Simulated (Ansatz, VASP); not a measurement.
# Two plane-wave programs on As

```
As
1.0
     2.70368    0.00000    0.02028
     0.00000    2.70368    0.00000
     0.02028    0.00000    2.70368
As
1
Direct
  0.50000 0.50000 0.50000
```

Change from the starting cell: strain +0.0150 x Voigt [0, 0, 0, 0, 1, 0], atoms carried along.

Alike in both runs: task single point; functional PBEsol; k mesh 18 × 18 × 18; occupations gaussian, width 0.15 eV; no spin polarisation.

|  | VASP | Ansatz |
| --- | --- | --- |
| version | VASP 6.6.1 | Ansatz 0.2.0 |
| potentials or method | VASP PAW PBE potentials, release 64 (As), cutoff 520 eV | scalar-relativistic, plane waves, PAW |
| valence electrons in the cell | 5 | 15 |

Ansatz gave:

| Quantity | Value |
| --- | --- |
| gap on the k mesh at the Fermi level (eV) | none |
| pressure (GPa) | -1.1 |
| traceless stress, the component that is largest in VASP (GPa) | -0.38 |

Task: What did VASP give for the same quantities?

Result: gap on the k mesh at the Fermi level (eV): none; pressure (GPa): -0.8; traceless stress, the component that is largest in VASP (GPa): -0.37.

VASP's potentials were made for PBE, not for PBEsol. A gap of «none» marks a metal or a gap that the smearing closes. The functional is the same, so the differences come from potentials, cutoffs and numerics. VASP's potentials hold 5 valence electrons a cell and Ansatz's 15, so a difference there can come from the potentials and not from the codes.
